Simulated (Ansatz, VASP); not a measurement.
# Two plane-wave programs on ZnS

Contents of POSCAR:

```
ZnS
1.0
    3.6544528774      0.0000000000      0.0000000000
   -1.8272264387      3.1648490288      0.0000000000
    0.0000000000      0.0000000000      5.7460763399
Zn S
2 2
Direct
    0.3333333333      0.6666666667      0.0053880710
    0.6666666667      0.3333333333      0.5053880710
    0.3333333333      0.6666666667      0.3796119290
    0.6666666667      0.3333333333      0.8796119290
```

File INCAR.step1:

```
SYSTEM = ZnS
  PREC = Accurate
  ENCUT = 520
  ISMEAR = 0
  SIGMA = 0.05
  LREAL = .FALSE.
  LASPH = .TRUE.
  NELM = 60
  NBANDS = 26
  GGA = PE
  ALGO = Normal
  EDIFF = 1E-4
  LWAVE = .TRUE.
  LCHARG = .FALSE.
```

Contents of INCAR.step2:

```
SYSTEM = ZnS
  PREC = Accurate
  ENCUT = 520
  EDIFF = 1E-7
  ISMEAR = 0
  SIGMA = 0.05
  LREAL = .FALSE.
  LASPH = .TRUE.
  NELM = 60
  ALGO = Normal
  ISIF = 2
  LWAVE = .FALSE.
  LCHARG = .FALSE.
  METAGGA = R2SCAN
  LMIXTAU = .TRUE.
  NBANDS = 26
  ISTART = 1
```

KPOINTS

```
regular mesh
0
G
  6 6 4
  0 0 0
```

Input for Ansatz:

```yaml
crystal:
  lattice:
    - [3.6544528774, 0.0, 0.0]
    - [-1.8272264387, 3.1648490288, 0.0]
    - [0.0, 0.0, 5.7460763399]
  atoms:
    - { symbol: Zn, position: [0.3333333333, 0.6666666667, 0.005388071] }
    - { symbol: Zn, position: [0.6666666667, 0.3333333333, 0.505388071] }
    - { symbol: S, position: [0.3333333333, 0.6666666667, 0.379611929] }
    - { symbol: S, position: [0.6666666667, 0.3333333333, 0.879611929] }
basis:
  ecutwfc: 500
kpoints:
  mp_grid: { grid: [6, 6, 4] }
hamiltonian:
  xc: r2scan
scf:
  occupations: { method: gaussian, width: 0.05 }
output:
  forces: true
  stress: true
  eigenvalues: true
  write_density: true
  write_potential: true
  elf: true
  volumetric_format: npy
```

Change from the starting cell: strain -0.040 along x and y, -0.080 along z, atoms carried along.

Alike in both runs: task single point; functional r2SCAN; k mesh 6 × 6 × 4; occupations gaussian, width 0.05 eV; no spin polarisation.

```csv
,VASP,Ansatz
version,VASP 6.6.1,Ansatz 0.2.0
potentials or method,"VASP PAW PBE potentials, release 64 (Zn, S), cutoff 520 eV","scalar-relativistic, plane waves, PAW"
valence electrons in the cell,36,36
```

```csv
,VASP,Ansatz,Ansatz less VASP
gap on the k mesh at the Fermi level (eV),3.50,3.49,-0.015
least direct gap on the mesh (eV),3.50,3.49,-0.015
pressure (GPa),19.0,18.9,-0.10
"traceless stress, the component that is largest in VASP (GPa)",8.31,8.21,-0.097
rms of the force components (eV/Å),0.390,0.384,-0.0062
```

VASP's potentials were made for PBE, not for r2SCAN. Atom by atom the forces differ by 0.006 eV/Å (rms over components).
